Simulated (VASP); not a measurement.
Here is a VASP 6.6.1 calculation.

Contents of INCAR:

```
SYSTEM = HCl
PREC     = Accurate       ! precision mode
ENCUT    = 520            ! plane-wave cutoff, eV
EDIFF    = 1E-6           ! SCF threshold, eV
ISMEAR   = 0              ! smearing method
SIGMA    = 0.15           ! smearing width, eV
LREAL    = .FALSE.        ! projectors in reciprocal space
LASPH    = .TRUE.         ! aspherical terms in the spheres
NELM     = 100            ! most SCF steps
ALGO     = Normal         ! electronic algorithm
ISIF     = 2              ! what is computed and relaxed
LWAVE    = .FALSE.        ! write WAVECAR
LCHARG   = .FALSE.        ! write CHGCAR
NBANDS   = 11             ! bands
```

Contents of KPOINTS:

```
regular mesh
0
G
  16 16 16
  0 0 0
```

Contents of POSCAR:

```
HCl
1.0
    0.0000000000      2.6750000000      2.8550000000
    2.3892500000      0.0000000000      2.8550000000
    2.3892500000      2.6750000000      0.0000000000
H Cl
1 1
Direct
    0.0000000000      0.0000000000      0.0000000000
    0.5000000000      0.5000000000      0.5000000000
```

Potentials or basis: VASP PAW LDA potentials, release 64 (H, Cl).

Run with:

```sh
$ cat potpaw_LDA.64/H/POTCAR potpaw_LDA.64/Cl/POTCAR > POTCAR
$ mpirun -np 1 vasp_std > vasp.out
```

Problem. Estimate the pressure.

Solution. -12.2 GPa.

Problem. Predict the band gap on the k mesh.

Solution. Zero (bands 4 and 5 overlap by 0.34 eV).

Stress tensor (GPa, compression positive):
```
-20.83   0.00   0.00
  0.00  -9.51   0.00
  0.00   0.00  -6.33
```

Caveat: the cell differs from its parent crystal (strain -0.0500 x Voigt [1, 0, 0, 0, 0, 0]); the cell stands under tension.
